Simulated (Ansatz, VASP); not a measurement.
# Sb2Se3 in VASP and in Ansatz

The input INCAR:

```
SYSTEM = Sb2Se3
ALGO     = Normal         ! electronic algorithm
EDIFF    = 1E-7           ! SCF threshold, eV
EDIFFG   = -0.08          ! ionic threshold
ENCUT    = 500            ! plane-wave cutoff, eV
GGA      = PE             ! functional
GGA_COMPAT= .FALSE.      
IBRION   = 2              ! ionic algorithm
ISIF     = 3              ! what is computed and relaxed
ISMEAR   = 0              ! smearing method
LASPH    = .TRUE.         ! aspherical terms in the spheres
LCHARG   = .FALSE.        ! write CHGCAR
LREAL    = .FALSE.        ! projectors in reciprocal space
LWAVE    = .FALSE.        ! write WAVECAR
NELM     = 120            ! most SCF steps
NELMIN   = 4            
NSW      = 36             ! ionic steps
PREC     = Accurate       ! precision mode
SIGMA    = 0.15           ! smearing width, eV
```

Contents of KPOINTS:

```
k-points
0
G
  2 2 2
  0 0 0
```

The input POSCAR:

```
Sb2Se3
1.0
    0.0000000000      5.4777166600      5.4777166600
    5.4777166600      0.0000000000      5.4777166600
    5.4777166600      5.4777166600      0.0000000000
Sb Se
4 6
Direct
    0.3718560000      0.3718560000      0.3718560000
    0.3718560000      0.3718560000      0.8844320100
    0.3718560000      0.8844320100      0.3718560000
    0.8844320100      0.3718560000      0.3718560000
    0.7113478300      0.2886521700      0.2886521700
    0.2886521700      0.7113478300      0.7113478300
    0.2886521700      0.7113478300      0.2886521700
    0.7113478300      0.2886521700      0.7113478300
    0.2886521700      0.2886521700      0.7113478300
    0.7113478300      0.7113478300      0.2886521700
```

Input for Ansatz:

```yaml
crystal:
  lattice:
    - [0.0, 5.47771666, 5.47771666]
    - [5.47771666, 0.0, 5.47771666]
    - [5.47771666, 5.47771666, 0.0]
  atoms:
    - { symbol: Sb, position: [0.371856, 0.371856, 0.371856] }
    - { symbol: Sb, position: [0.371856, 0.371856, 0.88443201] }
    - { symbol: Sb, position: [0.371856, 0.88443201, 0.371856] }
    - { symbol: Sb, position: [0.88443201, 0.371856, 0.371856] }
    - { symbol: Se, position: [0.71134783, 0.28865217, 0.28865217] }
    - { symbol: Se, position: [0.28865217, 0.71134783, 0.71134783] }
    - { symbol: Se, position: [0.28865217, 0.71134783, 0.28865217] }
    - { symbol: Se, position: [0.71134783, 0.28865217, 0.71134783] }
    - { symbol: Se, position: [0.28865217, 0.28865217, 0.71134783] }
    - { symbol: Se, position: [0.71134783, 0.71134783, 0.28865217] }
basis:
  ecutwfc: 420
kpoints:
  mp_grid: { grid: [2, 2, 2] }
hamiltonian:
  xc: pbe
scf:
  occupations: { method: gaussian, width: 0.15 }
  lower_state_search: "off"
output:
  forces: true
  stress: true
  eigenvalues: true
relax:
  adjacent_minimum: "off"
  f_tol: 0.08
  max_steps: 16
  cell: { stress_tol: 0.8 }
```

Alike in both runs: task relaxation of cell and atoms; functional PBE; k mesh 2 × 2 × 2; occupations gaussian, width 0.15 eV; no spin polarisation.

|  | VASP | Ansatz |
| --- | --- | --- |
| version | VASP 6.6.1 | Ansatz 0.2.0 |
| potentials or method | VASP PAW PBE potentials, release 64 (Sb, Se), cutoff 500 eV | scalar-relativistic, plane waves, PAW |
| valence electrons in the cell | 56 | 156 |

Ansatz gave:

| Item | Value |
| --- | --- |
| gap on the k mesh at the Fermi level, each at its own relaxed structure (eV) | 1.65 |
| relaxed volume (Å³/atom) | 45.12 |
| relaxed cell length with the largest relative difference (Å) | 8.609 |

Q: Estimate VASP's values.

A: gap on the k mesh at the Fermi level, each at its own relaxed structure (eV): 1.65; relaxed volume (Å³/atom): 44.86; relaxed cell length with the largest relative difference (Å): 8.592.

VASP's potentials hold 56 valence electrons a cell and Ansatz's 156, so a difference there can come from the potentials and not from the codes.

The k mesh is coarse, so the values compare programs but aren't converged. Spin-orbit coupling is off throughout. Noted on VASP's run: the volume moved by over 15 % at a fixed basis, so the end points are rough.
